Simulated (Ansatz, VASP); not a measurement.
# One calculation of Re, two programs

```
CELL_PARAMETERS angstrom
-0.42801 1.78584 1.78584
1.78584 -0.42801 1.78584
1.78584 1.78584 -0.42801
ATOMIC_POSITIONS crystal
Re 0.00000 0.00000 0.00000
```

Alike in both runs: task single point; functional PBE; k mesh 22 × 22 × 22; occupations gaussian, width 0.15 eV; no spin polarisation.

|  | VASP | Ansatz |
| --- | --- | --- |
| version | VASP 6.6.1 | Ansatz 0.2.0 |
| potentials or method | VASP PAW PBE potentials, release 64 (Re), cutoff 520 eV | scalar-relativistic, plane waves, PAW |
| valence electrons in the cell | 7 | 15 |

|  | VASP | Ansatz | Ansatz less VASP |
| --- | --- | --- | --- |
| gap on the k mesh at the Fermi level (eV) | none | none | - |
| pressure (GPa) | 15.9 | 16.7 | +0.89 |
| traceless stress, the component that is largest in VASP (GPa) | 17.43 | 17.93 | +0.499 |

A gap of «none» marks a metal or a gap that the smearing closes. With one functional, cell and mesh, what is left measures potentials, basis and numerics. VASP's potentials hold 7 valence electrons a cell and Ansatz's 15, so a difference there can come from the potentials and not from the codes.

Spin-orbit coupling is off throughout.
